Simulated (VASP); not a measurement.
Crystal: Zr3ZnN2.

```
Zr Zn N
1.0
     5.46547    0.00000    0.00000
    -2.73274    4.73324    0.00000
     0.00000    0.00000    3.75459
Zr Zn N
3 1 2
Direct
  0.61893 0.00000 0.00000
  0.00000 0.61893 0.00000
  0.38107 0.38107 0.00000
  0.00000 0.00000 0.00000
  0.33333 0.66667 0.50000
  0.66667 0.33333 0.50000
```

The cell was built from a structure type or drawn by symmetry, and may not be a known phase.

- Program: VASP 6.6.1
- Task: relaxation of cell and atoms
- Functional: PBE
- Potentials or basis: VASP PAW PBE potentials, release 64 (Zr_sv, Zn, N)
- Cutoff: 600 eV
- k mesh: 6 × 6 × 4
- Occupations: gaussian, width 0.1 eV
- Spin: no spin polarisation

At the start: pressure 14.6 GPa; volume 16.19 Å³/atom.

**Question.** How do energy, volume and symmetry change on relaxing?

**Answer.** Over 17 steps the energy falls by 1711.8 meV/atom and the volume is 15.96 Å³/atom (-1.4 %); space group P-62m (No. 189, to 0.1 Å) before, P6/mmm (No. 191, to 0.1 Å).

Step by step:
```csv
step,energy change (eV),largest force (eV/Å),pressure (GPa),volume (Å³)
1,0.0000,8.9657,14.62,97.13
2,-7.8635,0.2091,-14.49,110.50
3,-8.8801,1.2396,-14.67,107.70
4,-9.2520,0.3953,16.88,87.07
5,-9.6566,0.8098,0.42,94.93
6,-9.6568,0.7980,0.83,94.69
7,-9.8135,0.9283,1.27,94.45
8,-10.0237,0.7801,2.40,93.84
9,-9.6532,0.1980,5.97,92.22
10,-10.0343,0.7123,2.94,93.59
11,-10.1214,0.5511,0.61,95.02
12,-10.1819,0.2881,-3.08,97.52
13,-10.2575,0.1364,-1.07,96.23
14,-10.2695,0.0596,0.13,95.52
15,-10.2695,0.0556,0.20,95.48
16,-10.2703,0.0407,0.10,95.55
17,-10.2711,0.0017,-0.24,95.75
```

Final structure:
```
Zr Zn N
1.0
     5.98174    0.00000    0.00000
    -2.99087    5.18034    0.00000
     0.00000    0.00000    3.09005
Zr Zn N
3 1 2
Direct
  0.50010 0.00000 0.00000
  0.00000 0.50010 0.00000
  0.49990 0.49990 0.00000
  0.00000 0.00000 0.00000
  0.33333 0.66667 0.50000
  0.66667 0.33333 0.50000
```

Caveat: the k points lie up to 0.51 Å⁻¹ apart in the final cell, too coarse for converged energies and pressures of a metal; a cell axis changed by over 15 % at a fixed basis, so the end point is rough.
